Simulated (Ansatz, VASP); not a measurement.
## Two plane-wave programs on BeSb

```xyz
2
Lattice="3.2980 0.0000 0.0000 -1.6490 2.8561 0.0000 0.0000 0.0000 26.9636" Properties=species:S:1:pos:R:3 pbc="T T T"
Be    1.6490    0.9520    7.1916
Sb    0.0000    1.9041    8.8084
```

Alike in both runs: functional PBE; k mesh 6 × 6 × 1; occupations gaussian, width 0.1 eV; no spin polarisation.

Ansatz relaxed the structure, and its values are those at the end. VASP's run is a single point on that final structure, the one shown.

|  | VASP | Ansatz |
| --- | --- | --- |
| version | VASP 6.6.1 | Ansatz 0.2.0 |
| potentials or method | VASP PAW PBE potentials, release 64 (Be, Sb), cutoff 520 eV | scalar-relativistic, plane waves, PAW |
| valence electrons in the cell | 7 | 17 |

```csv
,VASP,Ansatz,Ansatz less VASP
gap on the k mesh at the Fermi level (eV),none,none,-
rms of the force components (eV/Å),0.047,0.018,-0.0286
```

A gap of «none» marks a metal or a gap that the smearing closes. VASP's potentials hold 7 valence electrons a cell and Ansatz's 17, so a difference there can come from the potentials and not from the codes. Ansatz's warnings: slab cell height set, structure snapped to symmetry.

The k mesh is coarse, so the values compare programs but aren't converged. Neither program's run includes spin-orbit coupling.
